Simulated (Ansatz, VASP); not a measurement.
# One calculation of FeSi, two programs

```
Fe Si
1.0
     4.44790    0.00000    0.00000
     0.00000    4.44790    0.00000
     0.00000    0.00000    4.44790
Fe Si
4 4
Direct
  0.13599 0.13599 0.13599
  0.36401 0.86401 0.63599
  0.63599 0.36401 0.86401
  0.86401 0.63599 0.36401
  0.84071 0.84071 0.84071
  0.65929 0.15929 0.34071
  0.34071 0.65929 0.15929
  0.15929 0.34071 0.65929
```

Alike in both runs: functional PBE; k mesh 8 × 8 × 8; no spin polarisation.

Ansatz relaxed the structure, and its values are those at the end. VASP's run is a single point on that final structure, the one shown.

```csv
,VASP,Ansatz
version,VASP 6.6.1,Ansatz 0.2.0
potentials or method,"VASP PAW PBE potentials, release 64 (Fe, Si)","scalar-relativistic, plane waves, PAW"
plane-wave cutoff (eV),520,420
occupations,"gaussian, width 0.01 eV",fixed
valence electrons in the cell,48,80
```

```csv
,VASP,Ansatz,Ansatz less VASP
pressure (GPa),0.2,0.0,-0.19
rms of the force components (eV/Å),0.015,0.000,-0.0142
```

VASP's potentials hold 48 valence electrons a cell and Ansatz's 80, so a difference there can come from the potentials and not from the codes.
